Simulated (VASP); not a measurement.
Input of a VASP 6.6.1 run:

File INCAR:

```
PREC = Accurate
ENCUT = 520
EDIFF = 1E-7
ISMEAR = 0
SIGMA = 0.02
LREAL = F
LASPH = T
NELM = 80
ALGO = Normal
ISIF = 2
LWAVE = F
LCHARG = F
GGA = PE
NBANDS = 56
```

KPOINTS

```
Automatic mesh
0
Gamma
  6 6 2
```

Contents of POSCAR:

```
MgCd2Se3
1.0
    4.3435967081      0.0000000289      0.0000000000
   -2.1717983790      3.7616650786      0.0000000000
    0.0000000000      0.0000000000     21.1619990000
Mg Cd Se
2 4 6
Direct
    0.0000000000      0.0000000000      0.1691190000
    0.6666666667      0.3333333333      0.3283900000
    0.0000000000      0.0000000000      0.4950000000
    0.0000000000      0.0000000000      0.8353790000
    0.6666666667      0.3333333333      0.6651300000
    0.6666666667      0.3333333333      0.0059280000
    0.0000000000      0.0000000000      0.2918930000
    0.0000000000      0.0000000000      0.6219270000
    0.0000000000      0.0000000000      0.9624150000
    0.6666666667      0.3333333333      0.1328690000
    0.6666666667      0.3333333333      0.4515130000
    0.6666666667      0.3333333333      0.7921570000
```

Potentials or basis: VASP PAW PBE potentials, release 64 (Mg, Cd, Se).

The run is started by

```bash
$ cat potpaw_PBE.64/Mg/POTCAR potpaw_PBE.64/Cd/POTCAR potpaw_PBE.64/Se/POTCAR > POTCAR
$ mpirun -np 1 vasp_std > vasp.out
```

**Question.** Estimate the band gap on the k mesh.

**Answer.** 0.91 eV.

**Question.** What does it give for the pressure?

**Answer.** 0.2 GPa.

Forces on the atoms (eV/Å):
```
Mg   0.000  0.000  0.003
Mg   0.000  0.000  0.002
Cd   0.000  0.000  0.001
Cd   0.000  0.000  0.001
Cd   0.000  0.000  0.003
Cd   0.000  0.000  0.001
Se   0.000  0.000 -0.001
Se   0.000  0.000 -0.002
Se   0.000  0.000 -0.001
Se   0.000  0.000  0.028
Se   0.000  0.000 -0.033
Se   0.000  0.000 -0.002
```

A k mesh can miss the band edges.
